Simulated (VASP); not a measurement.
# MgH (Cmmm) in VASP: a series of runs

Runs on MgH. Level: PBE. Tasks: single point.

Program: VASP 6.6.1. These are calculated values, not measurements. Logs are shortened: lines on timing, memory, paths and dates and some standing lists are left out, and cuts for length are marked.

## Step 1: The cell of the first run

It takes space group Cmmm (No. 65, orthorhombic). The conventional cell has a = 3.260 Å, b = 4.503 Å, c = 4.496 Å, α = 90.00°, β = 90.00°, γ = 90.00°. Within 3.7 Å of Mg (site symmetry mmm) lie 8 H at 2.78 to 3.18 Å and 6 Mg at 2.78 to 3.26 Å. H (site symmetry mmm) has 8 Mg at 2.78 to 3.18 Å and 6 H at 2.78 to 3.26 Å within 3.7 Å.

The cell was built from a structure type or drawn by symmetry, and may not be a known phase.

## Step 2: Single point, PBE

INCAR reads:

```
SYSTEM = MgH
ALGO = Normal
EDIFF = 1E-6
ENCUT = 520
GGA = PE
ISIF = 2
ISMEAR = 0
LASPH = .TRUE.
LCHARG = .FALSE.
LREAL = .FALSE.
LWAVE = .FALSE.
NBANDS = 8
NELM = 100
PREC = Accurate
SIGMA = 0.1
```

KPOINTS reads:

```
k-points
0
G
  6 6 4
  0 0 0
```

POSCAR reads:

```
MgH
1.0
    1.6297920500     -2.2516143500      0.0000000000
    1.6297920500      2.2516143500      0.0000000000
    0.0000000000      0.0000000000      4.4963314900
Mg H
1 1
Direct
    0.0000000000      0.0000000000      0.0000000000
    0.5000000000      0.5000000000      0.5000000000
```

Potentials or basis: VASP PAW PBE potentials, release 64 (Mg, H).

The run is started by

```console
cat potpaw_PBE.64/Mg/POTCAR potpaw_PBE.64/H/POTCAR > POTCAR
mpirun -np 1 vasp_std > vasp.out
```

OUTCAR:

```text
SYSTEM = MgH
   EDIFF = 1E-6
   ENCUT = 520
   GGA = PE
   ISIF = 2
   ISMEAR = 0
   LASPH = .TRUE.
   LREAL = .FALSE.
   NELM = 100
   PREC = Accurate

 ion  position               nearest neighbor table
   1  0.000  0.000  0.000-
   2  0.500  0.500  0.500-

  LATTYP: Found a base centered orthorhombic cell.
 ALAT       =     3.2595841000
 B/A-ratio  =     1.3815347486
 C/A-ratio  =     1.3794187700

  Lattice vectors:

 A1 = (   1.6297920500,  -2.2516143500,   0.0000000000)
 A2 = (   1.6297920500,   2.2516143500,   0.0000000000)
 A3 = (   0.0000000000,   0.0000000000,   4.4963314900)

Analysis of symmetry for initial positions (statically):
=====================================================================
 Subroutine PRICEL returns:
 Original cell was already a primitive cell.

 Routine SETGRP: Setting up the symmetry group for a
 base centered orthorhombic supercell.

 Subroutine GETGRP returns: Found  8 space group operations
 (whereof  8 operations were pure point group operations)
 out of a pool of  8 trial point group operations.

The static configuration has the point symmetry D_2h.

Analysis of symmetry for dynamics (positions and initial velocities):
=====================================================================
 Subroutine PRICEL returns:
 Original cell was already a primitive cell.

 Routine SETGRP: Setting up the symmetry group for a
 base centered orthorhombic supercell.

 Subroutine GETGRP returns: Found  8 space group operations
 (whereof  8 operations were pure point group operations)
 out of a pool of  8 trial point group operations.

The dynamic configuration has the point symmetry D_2h.

 Subroutine INISYM returns: Found  8 space group operations
 (whereof  8 operations are pure point group operations),
 and found     1 'primitive' translations

----------------------------------------------------------------------------------------

                                     Primitive cell

  volume of cell :      33.0000

  direct lattice vectors                    reciprocal lattice vectors
     1.629792050 -2.251614350  0.000000000     0.306787605 -0.222062895  0.000000000
     1.629792050  2.251614350  0.000000000     0.306787605  0.222062895  0.000000000
     0.000000000  0.000000000  4.496331490     0.000000000  0.000000000  0.222403531

  length of vectors
     2.779566388  2.779566388  4.496331490     0.378722278  0.378722278  0.222403531

  position of ions in fractional coordinates (direct lattice)
     0.000000000  0.000000000  0.000000000
     0.500000000  0.500000000  0.500000000

  ion indices of the primitive-cell ions
   primitive index   ion index
                 1           1
                 2           2

----------------------------------------------------------------------------------------

 KPOINTS: k-points

Automatic generation of k-mesh.
 Grid dimensions read from file:
 generate k-points for:    6    6    4

 Generating k-lattice:

  Cartesian coordinates                     Fractional coordinates (reciprocal lattice)
     0.051131268 -0.037010482  0.000000000     0.166666667 -0.000000000  0.000000000
     0.051131268  0.037010482  0.000000000    -0.000000000  0.166666667  0.000000000
     0.000000000  0.000000000  0.055600883     0.000000000  0.000000000  0.250000000

  Length of vectors
     0.063120380  0.063120380  0.055600883

  Shift w.r.t. Gamma in fractional coordinates (k-lattice)
     0.000000000  0.000000000  0.000000000

 Subroutine IBZKPT returns following result:
 ===========================================

 Found     39 irreducible k-points:

 Following reciprocal coordinates:
            Coordinates               Weight
  0.000000  0.000000  0.000000      1.000000
  0.166667  0.000000  0.000000      4.000000
  0.333333  0.000000  0.000000      4.000000
  0.500000  0.000000  0.000000      2.000000
  0.166667  0.166667  0.000000      2.000000
  0.333333  0.166667  0.000000      4.000000
[... 16 lines left out ...]
  0.333333  0.333333  0.250000      4.000000
  0.500000  0.333333  0.250000      8.000000
 [... further k-points ...]
   k-points           NKPTS =     39   k-points in BZ     NKDIM =     39   number of bands    NBANDS=      8
   number of dos      NEDOS =    301   number of ions     NIONS =      2
   total plane-waves  NPLWV =  20736
   dimension x,y,z NGX =    24 NGY =   24 NGZ =   36
   dimension x,y,z NGXF=    48 NGYF=   48 NGZF=   72
   ions per type =               1   1
   NGX,Y,Z   is equivalent  to a cutoff of  14.35, 14.35, 13.31 a.u.
   NGXF,Y,Z  is equivalent  to a cutoff of  28.71, 28.71, 26.62 a.u.
 SYSTEM =  MgH
   PREC   = accura    normal or accurate (medium, high low for compatibility)
   ISTART =      0    job   : 0-new  1-cont  2-samecut
   ICHARG =      2    charge: 1-file 2-atom 10-const
   ISPIN  =      1    spin polarized calculation?
   LNONCOLLINEAR =      F non collinear calculations
   LSORBIT =      F    spin-orbit coupling
   LASPH  =      T    aspherical Exc in radial PAW
   ENCUT  =  520.0 eV  38.22 Ry    6.18 a.u.   5.17  5.17  8.36*2*pi/ulx,y,z
   NELM   =    100;   NELMIN=  2; NELMDL= -5     # of ELM steps
   EDIFF  = 0.1E-05   stopping-criterion for ELM
   LREAL  =      F    real-space projection
   EDIFFG = 0.1E-04   stopping-criterion for IOM
   NSW    =      0    number of steps for IOM
   IBRION =     -1    ionic relax: 0-MD 1-quasi-New 2-CG
   NFREE  =      0    steps in history (QN), initial steepest desc. (CG)
   ISIF   =      2    stress and relaxation
   ISYM   =      2    0-nonsym 1-usesym 2-fastsym
   POTIM  = 0.5000    time-step for ionic-motion
   TEBEG  =    0.0;   TEEND  =   0.0 temperature during run
   PSTRESS=    0.0 pullay stress
   NELECT =       3.0000    total number of electrons
   NUPDOWN=      -1.0000    fix difference up-down
   EMIN   =  10.00;   EMAX   =-10.00  energy-range for DOS
   EFERMI =   0.00;   METHOD = LEGACY
   ISMEAR =     0;   SIGMA  =   0.10  broadening in eV -4-tet -1-fermi 0-gaus
   EFERMI_NEDOS =   21; number of points for ismear=-14 and -15
   IALGO  =     38    algorithm
   IMIX   =      4    mixing-type and parameters
     AMIX     =   0.40;   BMIX     =  1.00
     AMIX_MAG =   1.60;   BMIX_MAG =  1.00
  volume/ion in A,a.u.               =      16.50       111.35
  Fermi-wavevector in a.u.,A,eV,Ry     =   0.736112  1.391049  7.372460  0.541860
  Thomas-Fermi vector in A             =   1.829472
   LORBIT       =      0    0 simple, 1 ext, 2 COOP (PROOUT), +10 PAW based schemes
   GGA     = PE    functional components
   LHFCALC =     F    Hartree Fock is set to
   AEXX    =    0.0000 exact exchange contribution
   IVDW    =     0    specifies the selected vdW correction
   LEPSILON=     F    determine dielectric tensor
   LRPA    =     F    only Hartree local field effects (RPA)
 non-spin polarized calculation
 Gauss-broadening in eV      SIGMA  =   0.10
  energy-cutoff  :      520.00
  volume of cell :       33.00
 maximum number of plane-waves:       906
 NGX is ok and might be reduce to    24

 number of electron       3.0000000 magnetization

 Free energy of the ion-electron system (eV)
  ---------------------------------------------------
  ext. energy  EPLUGINS =         0.00000000
  ---------------------------------------------------
  free energy    TOTEN  =        -3.37048708 eV

  energy without entropy =       -3.36685448  energy(sigma->0) =       -3.36867078

 E-fermi :   0.8070     XC(G=0):  -7.9554

 val. band max:        0.7803939457   @ k =  -0.3333   0.3333   0.2500
 cond. band min:       0.9078649002   @ k =   0.5000   0.3333   0.5000
 fundamental gap:      0.1274709545
 Fermi energy:         0.8070334430

 k-point     1 :       0.0000    0.0000    0.0000
  band No.  band energies     occupation
      1      -5.8484      2.00000
      2       0.2929      2.00000
      3       2.2649      0.00000
      4      12.6450      0.00000
      5      12.7736      0.00000
      6      15.2894      0.00000
      7      15.5336      0.00000
      8      19.7678      0.00000

 k-point     2 :       0.1667    0.0000    0.0000
  band No.  band energies     occupation
      1      -5.2792      2.00000
      2       0.7552      1.53665
      3       2.8129      0.00000
      4       8.4699      0.00000
      5      11.7970      0.00000
      6      16.0449      0.00000
      7      16.0791      0.00000
      8      17.6130      0.00000

 k-point     3 :       0.3333    0.0000    0.0000
  band No.  band energies     occupation
      1      -3.6422      2.00000
      2       1.8099      0.00000
      3       4.0251      0.00000
      4       4.4594      0.00000
      5       9.9856      0.00000
      6      11.1244      0.00000
      7      14.4047      0.00000
      8      16.0178      0.00000

 k-point     4 :       0.5000    0.0000    0.0000
  band No.  band energies     occupation
      1      -1.8761      2.00000
      2       0.6830      1.92051
      3       3.3190      0.00000
      4       6.9770      0.00000
      5       7.4881      0.00000
      6       8.6070      0.00000
      7      14.0323      0.00000
      8      14.9393      0.00000

 k-point     5 :       0.1667    0.1667    0.0000
  band No.  band energies     occupation
      1      -4.3759      2.00000
      2       1.4489      0.00000
      3       3.7059      0.00000
      4       6.9459      0.00000
      5       7.7097      0.00000
      6      14.7914      0.00000
      7      14.9159      0.00000
      8      15.0787      0.00000
[... 177 lines left out ...]
 k-point    22 :      -0.1667    0.1667    0.2500
  band No.  band energies     occupation
      1      -4.6229      2.00000
      2      -1.1671      2.00000
      3       5.6544      0.00000
      4      10.7099      0.00000
      5      10.7893      0.00000
      6      13.6588      0.00000
      7      15.6598      0.00000
      8      15.8626      0.00000

 k-point    23 :       0.3333    0.3333    0.2500
  band No.  band energies     occupation
      1      -0.4185      2.00000
      2       2.5293      0.00000
      3       3.0305      0.00000
      4       4.9735      0.00000
      5       7.7334      0.00000
      6       8.2766      0.00000
      7      11.3325      0.00000
      8      14.9167      0.00000

 k-point    24 :       0.5000    0.3333    0.2500
  band No.  band energies     occupation
      1      -0.6572      2.00000
      2       1.8913      0.00000
      3       4.4624      0.00000
      4       6.2653      0.00000
      5       7.1853      0.00000
      6       9.7827      0.00000
      7      11.3735      0.00000
      8      13.2010      0.00000

 [... further k-points ...]

------------------------ aborting loop because EDIFF is reached ----------------------------------------

  FORCE on cell =-STRESS in cart. coord.  units (eV):
  Direction    XX          YY          ZZ          XY          YZ          ZX
  --------------------------------------------------------------------------------------
  -------------------------------------------------------------------------------------
  Total       -0.3728112      2.0686169     -3.7659905      0.0000000      0.0000000      0.0000000
  in kB      -18.1002707    100.4329279   -182.8417141      0.0000000      0.0000000      0.0000000
  external PRESSURE =     -33.5030190 kB  Pullay stress =       0.0000000 kB

 VOLUME and BASIS-vectors are now :
 -----------------------------------------------------------------------------
  energy-cutoff  :      520.00
  volume of cell :       33.00
      direct lattice vectors                 reciprocal lattice vectors
     1.629792050 -2.251614350  0.000000000     0.306787605 -0.222062895  0.000000000
     1.629792050  2.251614350  0.000000000     0.306787605  0.222062895  0.000000000
     0.000000000  0.000000000  4.496331490     0.000000000  0.000000000  0.222403531

 POSITION                                       TOTAL-FORCE (eV/Angst)
 -----------------------------------------------------------------------------------
      0.00000      0.00000      0.00000        -0.000000     -0.000000      0.000000
      1.62979      0.00000      2.24817         0.000000      0.000000      0.000000
 -----------------------------------------------------------------------------------
    total drift:                                0.000000      0.000000     -0.000000

  FREE ENERGIE OF THE ION-ELECTRON SYSTEM (eV)
  ---------------------------------------------------
  free  energy   TOTEN  =        -3.3704870753 eV

  energy  without entropy=       -3.3668544848  energy(sigma->0) =       -3.36867078
```

Wall time 9.6 s (1 thread of Intel Xeon 8259CL, shared host); peak memory 0.15 GiB.

What came out:

| Property | Result |
| --- | --- |
| Free energy | -3.3705 eV |
| Pressure | -3.4 GPa |
| Band gap on the k mesh | zero (an odd number of electrons rules out a gap without spin polarisation) |

Caveat: the k points lie up to 0.40 Å⁻¹ apart, too coarse for converged energies and pressures of a metal.

## Step 3: Single point, PBE

This run uses another cell than the first one: it holds 8 atoms, not 2.

INCAR reads:

```
PREC = Accurate ; ENCUT = 520
EDIFF = 1E-6 ; ISMEAR = 0
SIGMA = 0.2 ; LREAL = False
LASPH = True ; NELM = 100
ALGO = Normal ; ISIF = 2
LWAVE = False ; LCHARG = True
GGA = PE ; LELF = True
LVHAR = True ; NBANDS = 16
```

KPOINTS reads:

```
Automatic mesh
0
Gamma
  6 4 4
```

POSCAR reads:

```
MgH
1.0
   -1.4335585398     -2.9614179523      0.0000000000
   -4.3006756194      2.9614179523      0.0000000000
    0.0000000000      0.0000000000     -6.3010433052
Mg H
4 4
Direct
    0.0000000000      0.0000000000      0.0000000000
    0.0000000000      0.0000000000      0.5000000000
    0.5000000000      0.5000000000      0.0000000000
    0.5000000000      0.5000000000      0.5000000000
    0.7500000000      0.7500000000      0.7500000000
    0.7500000000      0.7500000000      0.2500000000
    0.2500000000      0.2500000000      0.7500000000
    0.2500000000      0.2500000000      0.2500000000
```

Potentials or basis: VASP PAW PBE potentials, release 64 (Mg, H).

The run is started by

```console
cat potpaw_PBE.64/Mg/POTCAR potpaw_PBE.64/H/POTCAR > POTCAR
mpirun -np 1 vasp_std > vasp.out
```

It took 77 s on 1 thread of Intel Xeon 8259CL, shared host; peak memory 0.23 GiB.

It converged, with:

```
Free energy            : -17.5603 eV
Pressure               : -0.2 GPa
Band gap on the k mesh : zero (bands 6 and 7 overlap by 1.16 eV)
```

Stress tensor (GPa, compression positive):
```
-1.10  0.32  0.00
 0.32 -0.20  0.00
 0.00  0.00  0.59
```

Levels at points of the mesh, in eV from the Fermi level:
| k point | band 3 | band 4 | band 5 | band 6 | band 7 | band 8 | band 9 | band 10 |
| --- | --- | --- | --- | --- | --- | --- | --- | --- |
| (0.00, 0.00, 0.00) | -5.24 | -3.61 | -3.59 | -1.23 | 0.85 | 1.84 | 2.97 | 3.15 |
| (0.50, 0.00, 0.00) | -4.28 | -4.28 | -0.65 | -0.65 | -0.21 | -0.21 | 2.77 | 2.77 |
| (0.00, 0.50, 0.00) | -5.32 | -5.32 | -2.23 | -2.23 | 2.31 | 2.31 | 5.30 | 5.30 |
| (0.50, 0.50, 0.00) | -4.66 | -3.59 | -2.50 | -1.23 | 0.49 | 0.59 | 0.85 | 1.74 |
| (0.00, 0.00, 0.50) | -4.60 | -4.60 | -0.44 | -0.44 | -0.31 | -0.31 | 3.14 | 3.14 |
| (0.50, 0.00, 0.50) | -5.42 | -5.42 | 0.01 | 0.01 | 0.01 | 0.01 | 3.36 | 3.36 |
| (0.00, 0.50, 0.50) | -6.79 | -6.79 | 0.60 | 0.60 | 0.60 | 0.60 | 4.15 | 4.15 |
| (0.50, 0.50, 0.50) | -4.60 | -4.60 | -1.63 | -1.63 | -0.31 | -0.31 | 3.14 | 3.14 |

## Step 4: Single point, PBE

This run uses another cell than the first one, of 13.40 Å³/atom.

INCAR reads:

```
SYSTEM = MgH
ALGO     = Normal         ! electronic algorithm
EDIFF    = 1E-6           ! SCF threshold, eV
ENCUT    = 520            ! plane-wave cutoff, eV
GGA      = PE             ! functional
ISIF     = 2              ! what is computed and relaxed
ISMEAR   = 0              ! smearing method
LASPH    = .TRUE.         ! aspherical terms in the spheres
LCHARG   = .FALSE.        ! write CHGCAR
LREAL    = .FALSE.        ! projectors in reciprocal space
LWAVE    = .FALSE.        ! write WAVECAR
NBANDS   = 8              ! bands
NELM     = 100            ! most SCF steps
PREC     = Accurate       ! precision mode
SIGMA    = 0.1            ! smearing width, eV
```

KPOINTS reads:

```
k-points
0
G
  20 20 12
  0 0 0
```

POSCAR reads:

```
MgH
1.0
    1.4150770459     -2.9510606355      0.0000000000
    1.4150770459      2.9510606355      0.0000000000
    0.0000000000      0.0000000000      3.2086724821
Mg H
1 1
Direct
    0.0000000000      0.0000000000      0.0000000000
    0.5000000000      0.5000000000      0.5000000000
```

Potentials or basis: VASP PAW PBE potentials, release 64 (Mg, H).

The run is started by

```console
cat potpaw_PBE.64/Mg/POTCAR potpaw_PBE.64/H/POTCAR > POTCAR
mpirun -np 1 vasp_std > vasp.out
```

OUTCAR:

```text
SYSTEM = MgH
   EDIFF = 1E-6
   ENCUT = 520
   GGA = PE
   ISIF = 2
   ISMEAR = 0
   LASPH = .TRUE.
   LREAL = .FALSE.
   NELM = 100
   PREC = Accurate

 ion  position               nearest neighbor table
   1  0.000  0.000  0.000-   2 2.14   2 2.14   2 2.14   2 2.14
   2  0.500  0.500  0.500-   1 2.14   1 2.14   1 2.14   1 2.14

  LATTYP: Found a base centered orthorhombic cell.
 ALAT       =     2.8301540918
 B/A-ratio  =     2.0854416684
 C/A-ratio  =     1.1337447991

  Lattice vectors:

[... 451 lines left out ...]
------------------------ aborting loop because EDIFF is reached ----------------------------------------

  FORCE on cell =-STRESS in cart. coord.  units (eV):
  Direction    XX          YY          ZZ          XY          YZ          ZX
  --------------------------------------------------------------------------------------
  -------------------------------------------------------------------------------------
  Total       -0.0324378     -0.0226030     -0.0332605      0.0000000      0.0000000      0.0000000
  in kB       -1.9393129     -1.3513370     -1.9885032      0.0000000      0.0000000      0.0000000
  external PRESSURE =      -1.7597177 kB  Pullay stress =       0.0000000 kB

 VOLUME and BASIS-vectors are now :
 -----------------------------------------------------------------------------
  energy-cutoff  :      520.00
  volume of cell :       26.80
      direct lattice vectors                 reciprocal lattice vectors
     1.415077046 -2.951060636  0.000000000     0.353337651 -0.169430609  0.000000000
     1.415077046  2.951060636  0.000000000     0.353337651  0.169430609  0.000000000
     0.000000000  0.000000000  3.208672482     0.000000000  0.000000000  0.311655367

 POSITION                                       TOTAL-FORCE (eV/Angst)
 -----------------------------------------------------------------------------------
      0.00000      0.00000      0.00000         0.000000     -0.000000      0.000000
      1.41508      0.00000      1.60434        -0.000000      0.000000      0.000000
 -----------------------------------------------------------------------------------
    total drift:                               -0.000000     -0.000000     -0.000000

  FREE ENERGIE OF THE ION-ELECTRON SYSTEM (eV)
  ---------------------------------------------------
  free  energy   TOTEN  =        -4.3912609734 eV

  energy  without entropy=       -4.3879415835  energy(sigma->0) =       -4.38960128
```

It took 2.1 min on 1 thread of Intel Xeon 8259CL, shared host; peak memory 0.3 GiB.

Results:

| Property | Result |
| --- | --- |
| Free energy | -4.3913 eV |
| Pressure | -0.2 GPa |
| Band gap on the k mesh | zero (an odd number of electrons rules out a gap without spin polarisation) |

Levels at points of the mesh, in eV from the Fermi level:
| k point | band 1 | band 2 | band 3 | band 4 | band 5 |
| --- | --- | --- | --- | --- | --- |
| (0.00, 0.00, 0.00) | -8.74 | 2.99 | 6.40 | 8.83 | 9.17 |
| (0.50, 0.00, 0.00) | -5.04 | -1.00 | 4.69 | 6.34 | 9.55 |
| (0.50, 0.50, 0.00) | -6.32 | -2.42 | 7.92 | 9.49 | 9.55 |
| (0.00, 0.00, 0.50) | -6.33 | -3.72 | 9.18 | 11.17 | 12.19 |
| (0.50, 0.00, 0.50) | -3.46 | 0.84 | 2.02 | 2.98 | 8.90 |
| (0.50, 0.50, 0.50) | -4.60 | 0.39 | 0.52 | 1.77 | 11.69 |

(Part 1 of 2 ends here.)
